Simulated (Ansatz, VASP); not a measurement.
**AgCl: VASP beside Ansatz**

The input INCAR:

```
SYSTEM = AgCl
  PREC = Accurate
  ENCUT = 520
  EDIFF = 1E-6
  ISMEAR = 0
  SIGMA = 0.03
  LREAL = .FALSE.
  LASPH = .TRUE.
  NELM = 60
  ALGO = Normal
  ISIF = 2
  LWAVE = .FALSE.
  LCHARG = .FALSE.
  NBANDS = 16
```

Contents of KPOINTS:

```
regular mesh
0
G
  10 10 10
  0 0 0
```

POSCAR

```
AgCl
1.0
    3.4339730000      0.0000000000      0.0000000000
    0.0000000000      3.5369921900      0.0000000000
    0.0000000000      0.0000000000      3.4339730000
Ag Cl
1 1
Direct
    0.0000000000      0.0000000000      0.0000000000
    0.5000000000      0.5000000000      0.5000000000
```

Input for Ansatz:

```yaml
crystal:
  lattice:
    - [3.433973, 0.0, 0.0]
    - [0.0, 3.53699219, 0.0]
    - [0.0, 0.0, 3.433973]
  atoms:
    - { symbol: Ag, position: [0.0, 0.0, 0.0] }
    - { symbol: Cl, position: [0.5, 0.5, 0.5] }
basis:
  ecutwfc: 420
kpoints:
  mp_grid: { grid: [10, 10, 10] }
hamiltonian:
  xc: lda
scf:
  occupations: { method: gaussian, width: 0.03 }
output:
  forces: true
  stress: true
  eigenvalues: true
```

Change from the starting cell: strain +0.0300 x Voigt [0, 1, 0, 0, 0, 0], atoms carried along.

Alike in both runs: task single point; functional LDA; k mesh 10 × 10 × 10; occupations gaussian, width 0.03 eV; no spin polarisation.

```csv
,VASP,Ansatz
version,VASP 6.6.1,Ansatz 0.2.0
potentials or method,"VASP PAW LDA potentials, release 64 (Ag, Cl), cutoff 520 eV","scalar-relativistic, plane waves, PAW"
valence electrons in the cell,18,26
```

VASP gave:

| Item | Value |
| --- | --- |
| gap on the k mesh at the Fermi level (eV) | 0.27 |
| least direct gap on the mesh (eV) | 1.62 |
| pressure (GPa) | -8.5 |
| traceless stress, the component that is largest in VASP (GPa) | -0.83 |

Problem. Estimate Ansatz's values.

Solution. gap on the k mesh at the Fermi level (eV): 0.24; least direct gap on the mesh (eV): 1.60; pressure (GPa): -8.5; traceless stress, the component that is largest in VASP (GPa): -0.82.

LDA's correlation is that of Perdew and Zunger in VASP and of Perdew and Wang (1992) in Ansatz. VASP's potentials hold 18 valence electrons a cell and Ansatz's 26, so a difference there can come from the potentials and not from the codes.
